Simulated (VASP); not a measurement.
**AgI2: single point with PBEsol**

Crystal: AgI2.

```xyz
3
Lattice="4.2857 0.0000 0.0000 0.0000 4.2857 0.0000 0.0000 0.0000 6.3548" Properties=species:S:1:pos:R:3 pbc="T T T"
Ag    0.0000    0.0000    3.1774
I     2.1429    0.0000    4.9425
I     0.0000    2.1429    1.4123
```

```
Program             : VASP 6.6.1
Task                : single point
Functional          : PBEsol
Potentials or basis : VASP PAW PBE potentials, release 64 (Ag, I)
Cutoff              : 520 eV
k mesh              : 4 × 4 × 4
Occupations         : gaussian, width 0.1 eV
Spin                : no spin polarisation
```

- Pressure: -2.2 GPa
- Largest force: 0.242 eV/Å

Forces on the atoms (eV/Å):
```
Ag   0.000  0.000  0.000
I    0.000  0.000 -0.242
I    0.000  0.000  0.242
```

Stress tensor (GPa, compression positive):
```
-2.19  0.00  0.00
 0.00 -2.19  0.00
 0.00  0.00 -2.28
```

Levels at points of the mesh, in eV from the Fermi level:
| k point | band 9 | band 10 | band 11 | band 12 | band 13 | band 14 | band 15 | band 16 | band 17 | band 18 |
| --- | --- | --- | --- | --- | --- | --- | --- | --- | --- | --- |
| (0.00, 0.00, 0.00) | -1.09 | -1.09 | 0.13 | 0.46 | 0.46 | 2.96 | 4.85 | 6.01 | 7.47 | 7.47 |
| (0.50, 0.00, 0.00) | -1.79 | -1.22 | -1.18 | -0.13 | -0.13 | 4.91 | 6.27 | 6.51 | 7.28 | 8.07 |
| (0.50, 0.50, 0.00) | -1.59 | -1.51 | -1.03 | -1.03 | -0.98 | 3.81 | 4.57 | 4.57 | 6.37 | 10.56 |
| (0.00, 0.00, 0.50) | -0.84 | -0.64 | -0.64 | -0.08 | -0.08 | 4.63 | 4.95 | 6.59 | 6.72 | 7.70 |
| (0.50, 0.00, 0.50) | -2.75 | -0.28 | -0.18 | -0.14 | -0.07 | 3.56 | 5.40 | 7.15 | 7.27 | 7.75 |
| (0.50, 0.50, 0.50) | -2.15 | -1.91 | -1.29 | -1.29 | -0.85 | 5.51 | 6.10 | 6.10 | 7.54 | 8.00 |

Wall time 46 s on 1 thread of Intel(R) Xeon(R) Platinum 8259CL CPU @ 2.50GHz (Skylake/Cascade Lake) (shared host), peak memory 0.22 GiB.

Caveat: the k points lie up to 0.37 Å⁻¹ apart; the PAW data sets were made with another functional, which shifts forces and pressure a little; spin-orbit coupling is left out, which moves the levels of the heavy elements; an odd number of electrons without spin polarisation forces a metal; a magnetic or distorted state may lie lower.
